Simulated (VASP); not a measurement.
Write the native input for VASP 6.6.1 that does the following.

| Property | Result |
| --- | --- |
| Task | relaxation of cell and atoms |
| Functional | PBE |
| Potentials or basis | VASP PAW PBE potentials, release 64 (N) |
| Cutoff | 600 eV |
| k mesh | 5 × 5 × 5 |
| Occupations | fermi-dirac, width 0.05 eV |
| Spin | no spin polarisation |
| Dipole correction | no |
| Further INCAR settings | ALGO = Normal; EDIFF = 1e-07; IBRION = 2; EDIFFG = -0.01; NSW = 60; ISIF = 3 |

The structure of N lies in POSCAR:

```
N
1.0
    5.5605176600      0.0000000000      0.0000000000
    0.0000000000      5.5605176600      0.0000000000
    0.0000000000      0.0000000000      5.5605176600
N
8
Direct
    0.0573973300      0.4426026700      0.5573973300
    0.4426026700      0.5573973300      0.0573973300
    0.5573973300      0.0573973300      0.4426026700
    0.9426026700      0.9426026700      0.9426026700
    0.9426026700      0.5573973300      0.4426026700
    0.5573973300      0.4426026700      0.9426026700
    0.4426026700      0.9426026700      0.5573973300
    0.0573973300      0.0573973300      0.0573973300
```

One way to write it, as run:

INCAR

```
SYSTEM = N
PREC = Accurate
ENCUT = 600
EDIFF = 1E-7
ISMEAR = -1
SIGMA = 0.05
LREAL = .FALSE.
LASPH = .TRUE.
NELM = 120
ALGO = Normal
ISIF = 3
LWAVE = .FALSE.
LCHARG = .FALSE.
GGA = PE
IBRION = 2
NSW = 60
EDIFFG = -0.01
GGA_COMPAT = .FALSE.
NELMIN = 4
```

KPOINTS

```
regular mesh
0
G
  5 5 5
  0 0 0
```

Potentials or basis: VASP PAW PBE potentials, release 64 (N).

Launch:

```bash
$ cat potpaw_PBE.64/N/POTCAR > POTCAR
$ mpirun -np 1 vasp_std > vasp.out
```

It gave:

```yaml
Relaxed_volume: 25.74 Å³/atom
Relaxed_cell: a = 5.905 Å, b = 5.905 Å, c = 5.905 Å, α = 90.00°, β = 90.00°, γ = 90.00°
Space_group_after_relaxing_to_0.1_Å: Pa-3 (No. 205)
Energy_gained_by_relaxing: 8.1 meV/atom
Ionic_steps: 13
Pressure_after_relaxing: 0.0 GPa
Largest_force_after_relaxing: 0.004 eV/Å
Band_gap_on_the_k_mesh: 7.40 eV (least direct gap 7.42 eV)
```

Caveat: the standard files for N, O and F lose accuracy on very short bonds; the volume moved by over 15 % at a fixed basis, so the end points are rough; this functional lacks dispersion, which holds the molecules together, so the pressure and a relaxed volume are unreliable; an odd mesh through Γ misses points on the zone boundary, where band edges can lie.

Wall time 9.1 min on 1 thread of Oxide Virtual Turin-like Processor, with other jobs on the host, peak memory 0.28 GiB.
